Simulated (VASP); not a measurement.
A run of VASP 6.6.1 is set up as follows.

File INCAR:

```
  PREC = Accurate
  ENCUT = 520
  EDIFF = 1E-7
  ISMEAR = 1
  SIGMA = 0.1
  LREAL = False
  LASPH = True
  NELM = 80
  ALGO = Normal
  ISIF = 2
  LWAVE = False
  LCHARG = False
  NBANDS = 11
```

The input KPOINTS:

```
Automatic mesh
0
Gamma
  16 16 16
```

File POSCAR:

```
Pd
1.0
    2.4600258561      0.0000000000      0.0000000000
    0.0000000000      2.4600258561      0.0000000000
    0.0000000000      0.0000000000      2.4600258561
Pd
1
Direct
    0.0000000000      0.0000000000      0.0000000000
```

Potentials or basis: VASP PAW LDA potentials, release 64 (Pd).

Command:

```sh
$ cat potpaw_LDA.64/Pd/POTCAR > POTCAR
$ mpirun -np 1 vasp_std > vasp.out
```

(1) Predict the pressure.

(2) Predict the band gap on the k mesh.

## Answers

(1) 19.9 GPa.

(2) zero (band 5 reaches 11.45 eV, above the bottom of band 6 at 8.95 eV).
